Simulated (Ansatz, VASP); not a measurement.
# LaP: VASP beside Ansatz

```xyz
2
Lattice="0.0000 2.9522 3.0125 2.9522 0.0000 3.0125 2.9522 2.9522 0.0000" Properties=species:S:1:pos:R:3 pbc="T T T"
La    0.0000    0.0000    0.0000
P     2.9522    2.9522    3.0125
```

Change from the starting cell: equal xx and yy strain of -2 %.

Alike in both runs: task single point; functional LDA; k mesh 10 × 10 × 10; occupations fermi-dirac, width 0.03 eV; no spin polarisation.

```csv
,VASP,Ansatz
version,VASP 6.6.1,Ansatz 0.2.0
potentials or method,"VASP PAW LDA potentials, release 64 (La, P), cutoff 520 eV","all-electron LAPW, scalar-relativistic"
```

VASP gave:

| Quantity | Value |
| --- | --- |
| pressure (GPa) | -0.2 |
| traceless stress, the component that is largest in VASP (GPa) | -2.09 |

Q: What did Ansatz give for the same quantities?

A: Pressure (GPa): -0.1; traceless stress, the component that is largest in VASP (GPa): -2.10.

LDA's correlation is that of Perdew and Zunger in VASP and of Perdew and Wang (1992) in Ansatz. Ansatz ran all-electron here, and VASP with PAW potentials.

Spin-orbit coupling is off throughout.
